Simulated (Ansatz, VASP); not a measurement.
## Si: VASP beside Ansatz

File INCAR:

```
PREC = Accurate
ENCUT = 600
EDIFF = 1E-6
ISMEAR = 0
SIGMA = 0.01
LREAL = F
LASPH = T
NELM = 80
ALGO = Normal
ISIF = 3
LWAVE = F
LCHARG = F
GGA = PS
IBRION = 2
NSW = 80
EDIFFG = -0.001
```

Contents of KPOINTS:

```
Automatic mesh
0
Gamma
  12 12 12
```

The input POSCAR:

```
Si
1.0
    0.0000000000      2.7168139362      2.7168139362
    2.7168139362      0.0000000000      2.7168139362
    2.7168139362      2.7168139362      0.0000000000
Si
2
Direct
    0.7500000000      0.7500000000      0.7500000000
    0.5000000000      0.5000000000      0.5000000000
```

Input for Ansatz:

```yaml
crystal:
  lattice:
    - [0.0, 2.7168139362, 2.7168139362]
    - [2.7168139362, 0.0, 2.7168139362]
    - [2.7168139362, 2.7168139362, 0.0]
  atoms:
    - { symbol: Si, position: [0.75, 0.75, 0.75] }
    - { symbol: Si, position: [0.5, 0.5, 0.5] }
basis:
  ecutwfc: 420
kpoints:
  mp_grid: { grid: [12, 12, 12] }
hamiltonian:
  xc: pbesol
scf:
  occupations: { method: fixed }
output:
  forces: true
  stress: true
  eigenvalues: true
relax:
  adjacent_minimum: "off"
  f_tol: 0.001
  max_steps: 60
  cell: { stress_tol: 0.01 }
```

Alike in both runs: task relaxation of cell and atoms; functional PBEsol; k mesh 12 × 12 × 12; no spin polarisation.

|  | VASP | Ansatz |
| --- | --- | --- |
| version | VASP 6.6.1 | Ansatz 0.2.0 |
| potentials or method | VASP PAW PBE potentials, release 64 (Si), cutoff 600 eV | scalar-relativistic, plane waves, PAW |
| occupations | gaussian, width 0.01 eV | fixed |
| valence electrons in the cell | 8 | 8 |

```csv
,VASP,Ansatz,Ansatz less VASP
"gap on the k mesh at the Fermi level, each at its own relaxed structure (eV)",0.46,0.46,+0.003
relaxed volume (Å³/atom),20.08,20.05,-0.024
relaxed cell length with the largest relative difference (Å),3.844,3.842,-0.0016
```

VASP's potentials were made for PBE, not for PBEsol.
